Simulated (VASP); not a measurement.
# Rh (P-1) in VASP: relaxation of cell and atoms with PBEsol

Aim: the relaxation of cell and atoms of Rh with PBEsol.

Program: VASP 6.6.1. These are calculated values, not measurements. Logs are shortened: lines on timing, memory, paths and dates and some standing lists are left out, and cuts for length are marked.

### 1 The cell of the first run

The typed cell holds 2 atoms: a = 2.689 Å, b = 2.689 Å, c = 4.329 Å, α = 90.00°, β = 90.00°, γ = 120.00°.

### 2 Relaxation of cell and atoms, PBEsol

The input, INCAR:

```
PREC = Accurate
ENCUT = 600
EDIFF = 1E-6
ISMEAR = 0
SIGMA = 0.15
LREAL = False
LASPH = True
NELM = 80
ALGO = Fast
ISIF = 3
LWAVE = False
LCHARG = False
GGA = PS
IBRION = 2
NSW = 100
EDIFFG = -0.01
```

The input, KPOINTS:

```
Automatic mesh
0
Gamma
  12 12 8
```

The input, POSCAR:

```
Rh
1.0
    2.6887360847      0.0000000000      0.0000000000
   -1.3443680423      2.3285137534      0.0000000000
    0.0000000000      0.0000000000      4.3290202440
Rh
2
Direct
    0.6441410288      0.3102743116      0.7488255342
    0.3558589712      0.6897256884      0.2511744658
```

Potentials or basis: VASP PAW PBE potentials, release 64 (Rh_pv).

On the command line:

```
> cat potpaw_PBE.64/Rh_pv/POTCAR > POTCAR
> mpirun -np 1 vasp_std > vasp.out
```

OUTCAR:

```text
PREC = Accurate
   ENCUT = 600
   EDIFF = 1E-6
   ISMEAR = 0
   LREAL = False
   LASPH = True
   NELM = 80
   ISIF = 3
   GGA = PS
   IBRION = 2
   NSW = 100
   EDIFFG = -0.01

 ion  position               nearest neighbor table
   1  0.644  0.310  0.749-   2 2.59   2 2.61   2 2.66   2 2.68   2 2.72   2 2.73
   2  0.356  0.690  0.251-   1 2.59   1 2.61   1 2.66   1 2.68   1 2.72   1 2.73

  LATTYP: Found a hexagonal cell.
 ALAT       =     2.6887360847
 C/A-ratio  =     1.6100577028

  Lattice vectors:

 A1 = (   2.6887360847,   0.0000000000,   0.0000000000)
 A2 = (  -1.3443680423,   2.3285137534,   0.0000000000)
 A3 = (   0.0000000000,   0.0000000000,   4.3290202440)

Analysis of symmetry for initial positions (statically):
=====================================================================
 Subroutine PRICEL returns:
 Original cell was already a primitive cell.

 Routine SETGRP: Setting up the symmetry group for a
 hexagonal supercell.

 Subroutine GETGRP returns: Found  2 space group operations
 (whereof  2 operations were pure point group operations)
 out of a pool of 24 trial point group operations.

The static configuration has the point symmetry S_2 .

Analysis of symmetry for dynamics (positions and initial velocities):
=====================================================================
 Subroutine PRICEL returns:
 Original cell was already a primitive cell.

 Routine SETGRP: Setting up the symmetry group for a
 hexagonal supercell.

 Subroutine GETGRP returns: Found  2 space group operations
 (whereof  2 operations were pure point group operations)
 out of a pool of 24 trial point group operations.

The dynamic configuration has the point symmetry S_2 .

 Subroutine INISYM returns: Found  2 space group operations
 (whereof  2 operations are pure point group operations),
 and found     1 'primitive' translations

----------------------------------------------------------------------------------------

                                     Primitive cell

  volume of cell :      27.1030

  direct lattice vectors                    reciprocal lattice vectors
     2.688736085  0.000000000  0.000000000     0.371921962  0.214729245  0.000000000
    -1.344368042  2.328513753  0.000000000     0.000000000  0.429458490  0.000000000
     0.000000000  0.000000000  4.329020244     0.000000000  0.000000000  0.230999151

  length of vectors
     2.688736085  2.688736085  4.329020244     0.429458490  0.429458490  0.230999151

  position of ions in fractional coordinates (direct lattice)
     0.644141029  0.310274312  0.748825534
     0.355858971  0.689725688  0.251174466

  ion indices of the primitive-cell ions
   primitive index   ion index
                 1           1
                 2           2

----------------------------------------------------------------------------------------

 KPOINTS: Automatic mesh

Automatic generation of k-mesh.
 Grid dimensions read from file:
 generate k-points for:   12   12    8

 Generating k-lattice:

  Cartesian coordinates                     Fractional coordinates (reciprocal lattice)
     0.030993497  0.017894104  0.000000000     0.083333333  0.000000000  0.000000000
     0.000000000  0.035788207  0.000000000     0.000000000  0.083333333  0.000000000
     0.000000000  0.000000000  0.028874894     0.000000000  0.000000000  0.125000000

  Length of vectors
     0.035788207  0.035788207  0.028874894

  Shift w.r.t. Gamma in fractional coordinates (k-lattice)
     0.000000000  0.000000000  0.000000000

 Subroutine IBZKPT returns following result:
 ===========================================

 Found    580 irreducible k-points:

 Following reciprocal coordinates:
            Coordinates               Weight
  0.000000  0.000000  0.000000      1.000000
  0.083333  0.000000  0.000000      2.000000
  0.000000  0.083333  0.000000      2.000000
 -0.083333  0.083333  0.000000      2.000000
  0.166667  0.000000  0.000000      2.000000
  0.000000  0.166667  0.000000      2.000000
[... 16 lines left out ...]
  0.166667  0.083333  0.000000      2.000000
 -0.083333  0.250000  0.000000      2.000000
 [... further k-points ...]
   k-points           NKPTS =    580   k-points in BZ     NKDIM =    580   number of bands    NBANDS=     19
   number of dos      NEDOS =    301   number of ions     NIONS =      2
   total plane-waves  NPLWV =  20736
   dimension x,y,z NGX =    24 NGY =   24 NGZ =   36
   dimension x,y,z NGXF=    48 NGYF=   48 NGZF=   72
   ions per type =               2
   NGX,Y,Z   is equivalent  to a cutoff of  14.84, 14.84, 13.82 a.u.
   NGXF,Y,Z  is equivalent  to a cutoff of  29.68, 29.68, 27.65 a.u.
 SYSTEM =  unknown system
   PREC   = accura    normal or accurate (medium, high low for compatibility)
   ISTART =      0    job   : 0-new  1-cont  2-samecut
   ICHARG =      2    charge: 1-file 2-atom 10-const
   ISPIN  =      1    spin polarized calculation?
   LNONCOLLINEAR =      F non collinear calculations
   LSORBIT =      F    spin-orbit coupling
   LASPH  =      T    aspherical Exc in radial PAW
   ENCUT  =  600.0 eV  44.10 Ry    6.64 a.u.   5.37  5.37  8.65*2*pi/ulx,y,z
   NELM   =     80;   NELMIN=  2; NELMDL= -5     # of ELM steps
   EDIFF  = 0.1E-05   stopping-criterion for ELM
   LREAL  =      F    real-space projection
   EDIFFG = -.1E-01   stopping-criterion for IOM
   NSW    =    100    number of steps for IOM
   IBRION =      2    ionic relax: 0-MD 1-quasi-New 2-CG
   NFREE  =      1    steps in history (QN), initial steepest desc. (CG)
   ISIF   =      3    stress and relaxation
   ISYM   =      2    0-nonsym 1-usesym 2-fastsym
   POTIM  = 0.5000    time-step for ionic-motion
   TEBEG  =    0.0;   TEEND  =   0.0 temperature during run
   PSTRESS=    0.0 pullay stress
   NELECT =      30.0000    total number of electrons
   NUPDOWN=      -1.0000    fix difference up-down
   EMIN   =  10.00;   EMAX   =-10.00  energy-range for DOS
   EFERMI =   0.00;   METHOD = LEGACY
   ISMEAR =     0;   SIGMA  =   0.15  broadening in eV -4-tet -1-fermi 0-gaus
   EFERMI_NEDOS =   21; number of points for ismear=-14 and -15
   IALGO  =     68    algorithm
   IMIX   =      4    mixing-type and parameters
     AMIX     =   0.40;   BMIX     =  1.00
     AMIX_MAG =   1.60;   BMIX_MAG =  1.00
  volume/ion in A,a.u.               =      13.55        91.45
  Fermi-wavevector in a.u.,A,eV,Ry     =   1.693466  3.200186 39.019139  2.867826
  Thomas-Fermi vector in A             =   2.774866
   LORBIT       =      0    0 simple, 1 ext, 2 COOP (PROOUT), +10 PAW based schemes
   GGA     = PS    functional components
   LHFCALC =     F    Hartree Fock is set to
   AEXX    =    0.0000 exact exchange contribution
   IVDW    =     0    specifies the selected vdW correction
   LEPSILON=     F    determine dielectric tensor
   LRPA    =     F    only Hartree local field effects (RPA)
 conjugate gradient relaxation of ions
 non-spin polarized calculation
 RMM-DIIS sequential band-by-band and
 Gauss-broadening in eV      SIGMA  =   0.15
  energy-cutoff  :      600.00
  volume of cell :       27.10
 maximum number of plane-waves:       941
 NGX is ok and might be reduce to    24
   NGX = 11   NGY = 11   NGZ = 17

--------------------------------------- Ionic step        1  -------------------------------------------

 number of electron      30.0000001 magnetization

 Free energy of the ion-electron system (eV)
  ---------------------------------------------------
  ext. energy  EPLUGINS =         0.00000000
  ---------------------------------------------------
  free energy    TOTEN  =       -16.18156237 eV

  energy without entropy =      -16.14425793  energy(sigma->0) =      -16.16291015

------------------------ aborting loop because EDIFF is reached ----------------------------------------

  FORCE on cell =-STRESS in cart. coord.  units (eV):
  Direction    XX          YY          ZZ          XY          YZ          ZX
  --------------------------------------------------------------------------------------
  -------------------------------------------------------------------------------------
  Total       -0.2796957      0.2602784      0.3092344     -0.1231284      0.0334601      0.0145600
  in kB      -16.5340698     15.3862281     18.2802376     -7.2786733      1.9779789      0.8607078
  external PRESSURE =       5.7107986 kB  Pullay stress =       0.0000000 kB
[... 89 lines left out ...]
  FREE ENERGIE OF THE ION-ELECTRON SYSTEM (eV)
  ---------------------------------------------------
  free  energy   TOTEN  =       -16.2040032379 eV

  energy  without entropy=      -16.1672483015  energy(sigma->0) =      -16.18562577

[... ionic steps 4 to 12 ...]

--------------------------------------- Ionic step       13  -------------------------------------------

 number of electron      30.0000002 magnetization

------------------------ aborting loop because EDIFF is reached ----------------------------------------

  FORCE on cell =-STRESS in cart. coord.  units (eV):
  Direction    XX          YY          ZZ          XY          YZ          ZX
  --------------------------------------------------------------------------------------
  -------------------------------------------------------------------------------------
  Total        0.0200683      0.0029678      0.0138481     -0.0049650     -0.0029040     -0.0013303
  in kB        1.1866985      0.1754963      0.8188820     -0.2935932     -0.1717214     -0.0786651
  external PRESSURE =       0.7270256 kB  Pullay stress =       0.0000000 kB
[... 57 lines left out ...]
  energy  without entropy=      -16.1794933058  energy(sigma->0) =      -16.19784302

--------------------------------------- Ionic step       15  -------------------------------------------

 number of electron      30.0000002 magnetization

 Free energy of the ion-electron system (eV)
  ---------------------------------------------------
  ext. energy  EPLUGINS =         0.00000000
  ---------------------------------------------------
  free energy    TOTEN  =       -16.21619911 eV

  energy without entropy =      -16.17951905  energy(sigma->0) =      -16.19785908

 E-fermi :  12.1323     XC(G=0): -14.3129

 val. band max:       12.1186431963   @ k =   0.1667   0.2500   0.0000
 cond. band min:      12.1452947529   @ k =  -0.1667   0.0833   0.5000
 fundamental gap:      0.0266515566
 Fermi energy:        12.1323426825

 k-point     1 :       0.0000    0.0000    0.0000
  band No.  band energies     occupation
      1     -35.1111      2.00000
      2     -34.4199      2.00000
      3     -34.4190      2.00000
      4     -34.3143      2.00000
      5     -34.3056      2.00000
      6     -34.3055      2.00000
[... 11 lines left out ...]
     18      12.7695      0.00000
     19      20.8789      0.00000
[... 489 lines left out ...]
      3     -34.5695      2.00000
      4     -34.4715      2.00000
      5     -34.3649      2.00000
      6     -34.3571      2.00000
[... 11 lines left out ...]
     18      17.6927      0.00000
     19      20.7653      0.00000

 [... further k-points ...]

------------------------ aborting loop because EDIFF is reached ----------------------------------------

  FORCE on cell =-STRESS in cart. coord.  units (eV):
  Direction    XX          YY          ZZ          XY          YZ          ZX
  --------------------------------------------------------------------------------------
  -------------------------------------------------------------------------------------
  Total       -0.0011262     -0.0130161     -0.0036532     -0.0027349     -0.0013777     -0.0006837
  in kB       -0.0666114     -0.7698423     -0.2160733     -0.1617571     -0.0814824     -0.0404397
  external PRESSURE =      -0.3508424 kB  Pullay stress =       0.0000000 kB
[... 17 lines left out ...]
  FREE ENERGIE OF THE ION-ELECTRON SYSTEM (eV)
  ---------------------------------------------------
  free  energy   TOTEN  =       -16.2161991116 eV

  energy  without entropy=      -16.1795190487  energy(sigma->0) =      -16.19785908

 reached required accuracy - stopping structural energy minimisation
```

Wall time 14 min (1 thread of Intel Xeon 6975P-C (Granite Rapids), shared host); peak memory 0.43 GiB.

What came out:

- Free energy: -16.2162 eV
- Relaxed volume: 13.54 Å³/atom
- Relaxed cell: a = 2.686 Å, b = 2.686 Å, c = 4.337 Å, α = 90.00°, β = 90.00°, γ = 120.01°
- Space group after relaxing (to 0.1 Å): P6_3/mmc (No. 194)
- Energy gained by relaxing: 17.3 meV/atom
- Ionic steps: 15
- Pressure after relaxing: 0.0 GPa
- Largest force after relaxing: 0.004 eV/Å
- Band gap on the k mesh: zero (bands 15 and 16 overlap by 2.51 eV)

Forces in eV/Å, atoms in the order of the input:
```
Rh   0.004 -0.002  0.002
Rh  -0.004  0.002 -0.002
```

Step by step:
```tsv
step	energy change (eV)	largest force (eV/Å)	pressure (GPa)	volume (Å³)
1	0.0000	0.5550	0.57	27.10
2	-0.0215	0.2756	-2.02	27.29
3	-0.0224	0.2195	-2.48	27.34
4	-0.0277	0.0998	4.02	26.74
5	-0.0298	0.1223	1.73	26.94
6	-0.0345	0.0233	-0.21	27.11
7	-0.0346	0.0284	0.09	27.09
8	-0.0346	0.0267	0.07	27.09
9	-0.0346	0.0105	-0.10	27.11
10	-0.0346	0.0106	-0.21	27.11
11	-0.0346	0.0147	0.11	27.08
12	-0.0346	0.0125	-0.07	27.10
13	-0.0346	0.0115	0.07	27.09
14	-0.0346	0.0118	-0.05	27.10
15	-0.0346	0.0044	-0.04	27.09
```

Final structure:
```
Rh
1.0
     2.68551   -0.00017    0.00006
    -1.34294    2.32572    0.00009
     0.00011    0.00020    4.33731
Rh
2
Direct
  0.66648 0.33346 0.74997
  0.33352 0.66654 0.25003
```

Caveat: the PAW data sets were made with another functional, which shifts forces and pressure a little.
